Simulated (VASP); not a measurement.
# Ta (Im-3m) in VASP: further runs

Runs on Ta. Level: PBE. Tasks: single point, relaxation of cell and atoms.

Everything below comes from runs of VASP 6.6.1. Logs are shortened: lines on timing, memory, paths and dates and some standing lists are left out, and cuts for length are marked.

### 1 The cell of the first run

It takes space group Im-3m (No. 229, cubic). The conventional cell has a = 3.319 Å, b = 3.319 Å, c = 3.319 Å, α = 90.00°, β = 90.00°, γ = 90.00°. Within 3.8 Å of Ta (site symmetry m-3m) lie 14 Ta at 2.87 to 3.32 Å.

### 2 Single point, PBE

Contents of INCAR:

```
ALGO = Fast
EDIFF = 1E-6
ENCUT = 520
GGA = PE
ISIF = 2
ISMEAR = 0
LASPH = True
LCHARG = False
LREAL = False
LWAVE = False
NBANDS = 12
NELM = 100
PREC = Accurate
SIGMA = 0.1
```

Contents of KPOINTS:

```
k-points
0
Gamma
  40 40 40
```

Contents of POSCAR:

```
Ta
1.0
   -1.6596535317      1.6596535317      1.6596535317
    1.6596535317     -1.6596535317      1.6596535317
    1.6596535317      1.6596535317     -1.6596535317
Ta
1
Direct
    0.0000000000      0.0000000000      0.0000000000
```

Potentials or basis: VASP PAW PBE potentials, release 64 (Ta_pv).

Run with:

```sh
> cat potpaw_PBE.64/Ta_pv/POTCAR > POTCAR
> mpirun -np 1 vasp_std > vasp.out
```

OUTCAR:

```text
EDIFF = 1E-6
   ENCUT = 520
   GGA = PE
   ISIF = 2
   ISMEAR = 0
   LASPH = True
   LREAL = False
   NELM = 100
   PREC = Accurate

 ion  position               nearest neighbor table
   1  0.000  0.000  0.000-

  LATTYP: Found a body centered cubic cell.
 ALAT       =     3.3193070634

  Lattice vectors:

 A1 = (  -1.6596535317,   1.6596535317,   1.6596535317)
 A2 = (   1.6596535317,  -1.6596535317,   1.6596535317)
 A3 = (   1.6596535317,   1.6596535317,  -1.6596535317)

Analysis of symmetry for initial positions (statically):
=====================================================================
 Subroutine PRICEL returns:
 Original cell was already a primitive cell.

 Routine SETGRP: Setting up the symmetry group for a
 body centered cubic supercell.

 Subroutine GETGRP returns: Found 48 space group operations
 (whereof 48 operations were pure point group operations)
 out of a pool of 48 trial point group operations.

The static configuration has the point symmetry O_h .

Analysis of symmetry for dynamics (positions and initial velocities):
=====================================================================
 Subroutine PRICEL returns:
 Original cell was already a primitive cell.

 Routine SETGRP: Setting up the symmetry group for a
 body centered cubic supercell.

 Subroutine GETGRP returns: Found 48 space group operations
 (whereof 48 operations were pure point group operations)
 out of a pool of 48 trial point group operations.

The dynamic configuration has the point symmetry O_h .

 Subroutine INISYM returns: Found 48 space group operations
 (whereof 48 operations are pure point group operations),
 and found     1 'primitive' translations

----------------------------------------------------------------------------------------

                                     Primitive cell

  volume of cell :      18.2857

  direct lattice vectors                    reciprocal lattice vectors
    -1.659653532  1.659653532  1.659653532     0.000000000  0.301267699  0.301267699
     1.659653532 -1.659653532  1.659653532     0.301267699  0.000000000  0.301267699
     1.659653532  1.659653532 -1.659653532     0.301267699  0.301267699  0.000000000

  length of vectors
     2.874604240  2.874604240  2.874604240     0.426056865  0.426056865  0.426056865

  position of ions in fractional coordinates (direct lattice)
     0.000000000  0.000000000  0.000000000

  ion indices of the primitive-cell ions
   primitive index   ion index
                 1           1

----------------------------------------------------------------------------------------

 KPOINTS: k-points

Automatic generation of k-mesh.
 Grid dimensions read from file:
 generate k-points for:   40   40   40

 Generating k-lattice:

  Cartesian coordinates                     Fractional coordinates (reciprocal lattice)
     0.000000000  0.007531692  0.007531692     0.025000000  0.000000000  0.000000000
     0.007531692  0.000000000  0.007531692     0.000000000  0.025000000  0.000000000
     0.007531692  0.007531692  0.000000000     0.000000000  0.000000000  0.025000000

  Length of vectors
     0.010651422  0.010651422  0.010651422

  Shift w.r.t. Gamma in fractional coordinates (k-lattice)
     0.000000000  0.000000000  0.000000000

 Subroutine IBZKPT returns following result:
 ===========================================

 Found   1661 irreducible k-points:

 Following reciprocal coordinates:
            Coordinates               Weight
  0.000000  0.000000  0.000000      1.000000
  0.025000  0.000000  0.000000     12.000000
  0.050000  0.000000  0.000000     12.000000
  0.075000  0.000000  0.000000     12.000000
  0.100000  0.000000  0.000000     12.000000
  0.125000  0.000000  0.000000     12.000000
[... 16 lines left out ...]
  0.050000  0.025000 -0.000000     48.000000
  0.075000  0.025000  0.000000     48.000000
 [... further k-points ...]
   k-points           NKPTS =   1661   k-points in BZ     NKDIM =   1661   number of bands    NBANDS=     12
   number of dos      NEDOS =    301   number of ions     NIONS =      1
   total plane-waves  NPLWV =  13824
   dimension x,y,z NGX =    24 NGY =   24 NGZ =   24
   dimension x,y,z NGXF=    48 NGYF=   48 NGZF=   48
   ions per type =               1
   NGX,Y,Z   is equivalent  to a cutoff of  13.88, 13.88, 13.88 a.u.
   NGXF,Y,Z  is equivalent  to a cutoff of  27.76, 27.76, 27.76 a.u.
 SYSTEM =  unknown system
   PREC   = accura    normal or accurate (medium, high low for compatibility)
   ISTART =      0    job   : 0-new  1-cont  2-samecut
   ICHARG =      2    charge: 1-file 2-atom 10-const
   ISPIN  =      1    spin polarized calculation?
   LNONCOLLINEAR =      F non collinear calculations
   LSORBIT =      F    spin-orbit coupling
   LASPH  =      T    aspherical Exc in radial PAW
   ENCUT  =  520.0 eV  38.22 Ry    6.18 a.u.   5.34  5.34  5.34*2*pi/ulx,y,z
   NELM   =    100;   NELMIN=  2; NELMDL= -5     # of ELM steps
   EDIFF  = 0.1E-05   stopping-criterion for ELM
   LREAL  =      F    real-space projection
   EDIFFG = 0.1E-04   stopping-criterion for IOM
   NSW    =      0    number of steps for IOM
   IBRION =     -1    ionic relax: 0-MD 1-quasi-New 2-CG
   NFREE  =      0    steps in history (QN), initial steepest desc. (CG)
   ISIF   =      2    stress and relaxation
   ISYM   =      2    0-nonsym 1-usesym 2-fastsym
   POTIM  = 0.5000    time-step for ionic-motion
   TEBEG  =    0.0;   TEEND  =   0.0 temperature during run
   PSTRESS=    0.0 pullay stress
   NELECT =      11.0000    total number of electrons
   NUPDOWN=      -1.0000    fix difference up-down
   EMIN   =  10.00;   EMAX   =-10.00  energy-range for DOS
   EFERMI =   0.00;   METHOD = LEGACY
   ISMEAR =     0;   SIGMA  =   0.10  broadening in eV -4-tet -1-fermi 0-gaus
   EFERMI_NEDOS =   21; number of points for ismear=-14 and -15
   IALGO  =     68    algorithm
   IMIX   =      4    mixing-type and parameters
     AMIX     =   0.40;   BMIX     =  1.00
     AMIX_MAG =   1.60;   BMIX_MAG =  1.00
  volume/ion in A,a.u.               =      18.29       123.40
  Fermi-wavevector in a.u.,A,eV,Ry     =   1.381980  2.611563 25.985326  1.909868
  Thomas-Fermi vector in A             =   2.506714
   LORBIT       =      0    0 simple, 1 ext, 2 COOP (PROOUT), +10 PAW based schemes
   GGA     = PE    functional components
   LHFCALC =     F    Hartree Fock is set to
   AEXX    =    0.0000 exact exchange contribution
   IVDW    =     0    specifies the selected vdW correction
   LEPSILON=     F    determine dielectric tensor
   LRPA    =     F    only Hartree local field effects (RPA)
 non-spin polarized calculation
 RMM-DIIS sequential band-by-band and
 Gauss-broadening in eV      SIGMA  =   0.10
  energy-cutoff  :      520.00
  volume of cell :       18.29
 maximum number of plane-waves:       531
 NGX is ok and might be reduce to    24
   NGX = 11   NGY = 11   NGZ = 11

 number of electron      11.0000001 magnetization

 Free energy of the ion-electron system (eV)
  ---------------------------------------------------
  ext. energy  EPLUGINS =         0.00000000
  ---------------------------------------------------
  free energy    TOTEN  =       -11.81586199 eV

  energy without entropy =      -11.80917202  energy(sigma->0) =      -11.81251700

 E-fermi :   5.3575     XC(G=0): -12.5412

 val. band max:        5.3568337077   @ k =   0.3250   0.1500   0.0750
 cond. band min:       5.3585476545   @ k =   0.3500   0.1750   0.1000
 fundamental gap:      0.0017139468
 Fermi energy:         5.3574874988

 k-point     1 :       0.0000    0.0000    0.0000
  band No.  band energies     occupation
      1     -27.7692      2.00000
      2     -27.7692      2.00000
      3     -27.7692      2.00000
      4      -2.4934      2.00000
      5       6.0978      0.00000
      6       6.0978      0.00000
      7       6.0978      0.00000
      8       9.3176      0.00000
      9       9.3176      0.00000
     10      20.3043      0.00000
     11      20.3043      0.00000
     12      20.3043      0.00000

 k-point     2 :       0.0250    0.0000    0.0000
  band No.  band energies     occupation
      1     -27.7767      2.00000
      2     -27.7715      2.00000
      3     -27.7693      2.00000
      4      -2.4657      2.00000
      5       6.0796      0.00000
      6       6.0933      0.00000
      7       6.1248      0.00000
      8       9.2862      0.00000
      9       9.3177      0.00000
     10      20.3299      0.00000
     11      20.3530      0.00000
     12      20.3790      0.00000

 k-point     3 :       0.0500    0.0000    0.0000
  band No.  band energies     occupation
      1     -27.7989      2.00000
      2     -27.7784      2.00000
      3     -27.7694      2.00000
      4      -2.3831      2.00000
      5       6.0258      0.00000
      6       6.0782      0.00000
      7       6.2053      0.00000
      8       9.1981      0.00000
      9       9.3178      0.00000
     10      20.4045      0.00000
     11      20.4980      0.00000
     12      20.5958      0.00000
[... 286 lines left out ...]
 k-point    23 :       0.0500    0.0250   -0.0000
  band No.  band energies     occupation
      1     -27.8215      2.00000
      2     -27.7820      2.00000
      3     -27.7720      2.00000
      4      -2.3014      2.00000
      5       5.9868      0.00000
      6       6.0424      0.00000
      7       6.2911      0.00000
      8       9.1150      0.00000
      9       9.3220      0.00000
     10      20.4629      0.00000
     11      20.6744      0.00000
     12      20.7816      0.00000

 k-point    24 :       0.0750    0.0250    0.0000
  band No.  band energies     occupation
      1     -27.8641      2.00000
      2     -27.7952      2.00000
      3     -27.7723      2.00000
      4      -2.1404      2.00000
      5       5.8853      0.00000
      6       6.0023      0.00000
      7       6.4523      0.00000
      8       8.9765      0.00000
      9       9.3283      0.00000
     10      20.5977      0.00000
     11      20.9519      0.00000
     12      21.1639      0.00000

 [... further k-points ...]
[... 5 lines left out ...]
  --------------------------------------------------------------------------------------
  -------------------------------------------------------------------------------------
  Total        0.0111596      0.0111596      0.0111596     -0.0000000     -0.0000000      0.0000000
  in kB        0.9777942      0.9777942      0.9777942     -0.0000000     -0.0000000      0.0000000
  external PRESSURE =       0.9777942 kB  Pullay stress =       0.0000000 kB

 VOLUME and BASIS-vectors are now :
 -----------------------------------------------------------------------------
  energy-cutoff  :      520.00
  volume of cell :       18.29
      direct lattice vectors                 reciprocal lattice vectors
    -1.659653532  1.659653532  1.659653532     0.000000000  0.301267699  0.301267699
     1.659653532 -1.659653532  1.659653532     0.301267699  0.000000000  0.301267699
     1.659653532  1.659653532 -1.659653532     0.301267699  0.301267699  0.000000000

 POSITION                                       TOTAL-FORCE (eV/Angst)
 -----------------------------------------------------------------------------------
      0.00000      0.00000      0.00000         0.000000     -0.000000      0.000000
 -----------------------------------------------------------------------------------
    total drift:                               -0.000000      0.000000      0.000000

  FREE ENERGIE OF THE ION-ELECTRON SYSTEM (eV)
  ---------------------------------------------------
  free  energy   TOTEN  =       -11.8158619872 eV

  energy  without entropy=      -11.8091720159  energy(sigma->0) =      -11.81251700
```

Run time: 3.1 min. Hardware: 1 thread of Intel Xeon Platinum 8259CL at 2.50GHz (Skylake/Cascade Lake), shared host; peak memory 0.46 GiB.

Results:

```yaml
Free_energy: -11.8159 eV
Pressure: 0.1 GPa
```

Caveat: spin-orbit coupling is left out, which moves the levels of the heavy elements.

### 3 Relaxation of cell and atoms, PBE

This run uses another cell than the first one, of 18.13 Å³/atom, 0.992 times its volume.

Contents of INCAR:

```
SYSTEM = Ta
PREC = Accurate
ENCUT = 600
EDIFF = 1E-6
ISMEAR = 0
SIGMA = 0.1
LREAL = .FALSE.
LASPH = .TRUE.
NELM = 60
ALGO = Fast
ISIF = 3
LWAVE = .FALSE.
LCHARG = .FALSE.
GGA = PE
IBRION = 2
NSW = 80
EDIFFG = -0.005
```

Contents of KPOINTS:

```
Automatic mesh
0
G
  40 40 40
  0 0 0
```

Contents of POSCAR:

```
Ta
1.0
   -1.6550000000      1.6550000000      1.6550000000
    1.6550000000     -1.6550000000      1.6550000000
    1.6550000000      1.6550000000     -1.6550000000
Ta
1
Direct
    0.0000000000      0.0000000000      0.0000000000
```

Potentials or basis: VASP PAW PBE potentials, release 64 (Ta_pv).

Run with:

```sh
> cat potpaw_PBE.64/Ta_pv/POTCAR > POTCAR
> mpirun -np 1 vasp_std > vasp.out
```

It took 5.8 min on 1 thread of Intel Xeon Platinum 8259CL at 2.50GHz (Skylake/Cascade Lake), shared host; peak memory 0.48 GiB.

The run converged. Its results:

| Property | Result |
| --- | --- |
| Free energy | -11.8161 eV |
| Relaxed volume | 18.30 Å³/atom |
| Relaxed cell | a = 2.875 Å, b = 2.875 Å, c = 2.875 Å, α = 109.47°, β = 109.47°, γ = 109.47° |
| Space group after relaxing (to 0.05 Å) | Im-3m (No. 229) |
| Energy gained by relaxing | 0.9 meV/atom |
| Ionic steps | 3 |
| Pressure after relaxing | 0.0 GPa |

Step by step:
```tsv
step	energy change (eV)	largest force (eV/Å)	pressure (GPa)	volume (Å³)
1	0.0000	0.0000	1.78	18.13
2	0.0035	0.0000	-3.79	18.67
3	-0.0009	0.0000	0.00	18.30
```

Final structure:
```cif
data_structure
_symmetry_space_group_name_H-M 'P 1'
_symmetry_Int_Tables_number 1
_cell_length_a 2.8753
_cell_length_b 2.8753
_cell_length_c 2.8753
_cell_angle_alpha 109.471
_cell_angle_beta 109.471
_cell_angle_gamma 109.471
_cell_volume 18.30
loop_
_atom_site_label
_atom_site_type_symbol
_atom_site_fract_x
_atom_site_fract_y
_atom_site_fract_z
_atom_site_occupancy
Ta1 Ta 0.00000 0.00000 0.00000 1
```

Levels at points of the mesh, in eV from the Fermi level:
```
           k point  band 4  band 5  band 6  band 7  band 8  band 9
(0.00, 0.00, 0.00)   -7.85    0.74    0.74    0.74    3.96    3.96
(0.50, 0.00, 0.00)   -4.30   -1.49    1.52    3.83    4.84    7.65
(0.50, 0.50, 0.50)   -3.70   -3.70    6.71    6.71    6.71    8.52
```

Caveat: spin-orbit coupling is left out, which moves the levels of the heavy elements.
